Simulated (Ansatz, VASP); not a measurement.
**Two plane-wave programs on In2BAs3**

```xyz
6
Lattice="5.4375 0.0000 0.0000 -2.7187 4.7090 0.0000 0.0000 0.0000 7.5885" Properties=species:S:1:pos:R:3 pbc="T T T"
In    0.0000    0.0000    6.0213
In    0.0000    0.0000    1.5672
B     0.0000    0.0000    3.7943
As    2.7187    0.0000    0.0000
As   -1.3594    2.3545    0.0000
As    1.3594    2.3545    0.0000
```

Alike in both runs: functional PBE; k mesh 12 × 12 × 6; occupations gaussian, width 0.1 eV; no spin polarisation.

Ansatz relaxed the structure, and its values are those at the end. VASP's run is a single point on that final structure, the one shown.

```csv
,VASP,Ansatz
version,VASP 6.6.1,Ansatz 0.2.0
potentials or method,"VASP PAW PBE potentials, release 64 (In_d, B, As), cutoff 520 eV","scalar-relativistic, plane waves, PAW"
valence electrons in the cell,44,74
```

```csv
,VASP,Ansatz,Ansatz less VASP
gap on the k mesh at the Fermi level (eV),none,none,-
pressure (GPa),0.0,0.0,-0.03
rms of the force components (eV/Å),0.004,0.001,-0.0037
```

A gap of «none» marks a metal or a gap that the smearing closes. VASP's potentials hold 44 valence electrons a cell and Ansatz's 74, so a difference there can come from the potentials and not from the codes.
